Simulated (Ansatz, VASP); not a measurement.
**BN in VASP and in Ansatz**

```
CELL_PARAMETERS angstrom
2.54395 0.05877 0.00000
-1.22108 2.17374 0.00000
0.00000 0.00000 4.20782
ATOMIC_POSITIONS crystal
B 0.33440 0.66693 0.00028
B 0.66560 0.33307 0.50028
N 0.33018 0.66714 0.37472
N 0.66982 0.33286 0.87472
```

Change from the starting cell: shear_xy strain +4.6%.

Alike in both runs: task single point; functional r2SCAN; k mesh 12 × 12 × 6; no spin polarisation.

|  | VASP | Ansatz |
| --- | --- | --- |
| version | VASP 6.6.1 | Ansatz 0.2.0 |
| potentials or method | VASP PAW PBE potentials, release 64 (B_h, N_h) | plane waves, PAW |
| plane-wave cutoff (eV) | 910 | 500 |
| occupations | gaussian, width 0.01 eV | fixed |
| valence electrons in the cell | 16 | 16 |

|  | VASP | Ansatz | Ansatz less VASP |
| --- | --- | --- | --- |
| gap on the k mesh at the Fermi level (eV) | 5.55 | 5.57 | +0.017 |

VASP's potentials were made for PBE, not for r2SCAN.

Noted on VASP's run: the cutoff is under 1.25 times that of the potentials, so the pressure is a little rough.
